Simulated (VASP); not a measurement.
Set up this calculation in VASP 6.6.1, as the native input.

| Property | Result |
| --- | --- |
| Task | single point |
| Functional | r2SCAN |
| Potentials or basis | VASP PAW PBE potentials, release 64 (Cu, O) |
| Cutoff | 520 eV |
| k mesh | 6 × 6 × 2 |
| Occupations | fermi-dirac, width 0.05 eV |
| Spin | collinear spin, ferromagnetic start |
| Starting moments | [0.7, 0.7, 0.7, 0.7, 0.35, 0.35, 0.35, 0.35] μB |
| Dipole correction | no |
| Further INCAR settings | ALGO = Normal; EDIFF = 1e-07; NBANDS = 48 |

Crystal: CuO.

```
Cu O
1.0
     2.34045   -1.70880    0.00000
     2.34045    1.70880    0.00000
    -1.74080    0.00000   10.09500
Cu O
4 4
Direct
  0.00000 0.50000 0.00000
  0.00000 0.50000 0.50000
  0.50000 0.00000 0.25000
  0.50000 0.00000 0.75000
  0.58300 0.41700 0.12500
  0.58300 0.41700 0.62500
  0.41700 0.58300 0.37500
  0.41700 0.58300 0.87500
```

These files were run (other wordings do the same):

POSCAR

```
CuO
1.0
    2.3404500000     -1.7088000000      0.0000000000
    2.3404500000      1.7088000000      0.0000000000
   -1.7408000000      0.0000000000     10.0950000000
Cu O
4 4
Direct
    0.0000000000      0.5000000000      0.0000000000
    0.0000000000      0.5000000000      0.5000000000
    0.5000000000      0.0000000000      0.2500000000
    0.5000000000      0.0000000000      0.7500000000
    0.5830000000      0.4170000000      0.1250000000
    0.5830000000      0.4170000000      0.6250000000
    0.4170000000      0.5830000000      0.3750000000
    0.4170000000      0.5830000000      0.8750000000
```

INCAR.step1

```
PREC = Accurate
ENCUT = 520
ISMEAR = -1
SIGMA = 0.05
LREAL = False
LASPH = True
NELM = 150
ISPIN = 2
MAGMOM = 0.7 0.7 0.7 0.7 0.35 0.35 0.35 0.35
LMAXMIX = 4
NBANDS = 48
GGA = PE
ALGO = Normal
EDIFF = 1E-4
LWAVE = True
LCHARG = False
```

INCAR.step2

```
PREC = Accurate
ENCUT = 520
EDIFF = 1E-7
ISMEAR = -1
SIGMA = 0.05
LREAL = False
LASPH = True
NELM = 150
ALGO = Normal
ISIF = 2
LWAVE = False
LCHARG = False
ISPIN = 2
MAGMOM = 0.7 0.7 0.7 0.7 0.35 0.35 0.35 0.35
LORBIT = 11
LMAXMIX = 4
METAGGA = R2SCAN
LMIXTAU = True
NBANDS = 48
ISTART = 1
```

KPOINTS

```
Automatic mesh
0
Gamma
  6 6 2
```

Potentials or basis: VASP PAW PBE potentials, release 64 (Cu, O).

Launch:

```console
$ cat potpaw_PBE.64/Cu/POTCAR potpaw_PBE.64/O/POTCAR > POTCAR
$ cp INCAR.step1 INCAR
$ mpirun -np 1 vasp_std > vasp.out
$ cp INCAR.step2 INCAR
$ mpirun -np 1 vasp_std > vasp.out
```

Results of the run:

The pressure is 0.2 GPa and the largest force is 0.256 eV/Å. The band gap on the k mesh is zero (filled and empty bands overlap). The net moment is 0.00 μB per cell. The valence electrons inside the program's atomic spheres are Cu 9.93; O 4.99.

Caveat: the k points lie up to 0.38 Å⁻¹ apart, too coarse for converged energies and pressures of a metal; the PAW data sets were made with another functional, which shifts forces and pressure a little; semilocal functionals often make such compounds metallic where correlation or magnetic order opens a gap, which also shifts bond lengths.

Run time: 16 min on 1 thread of Intel Xeon 8259CL (shared host), peak memory 0.34 GiB.
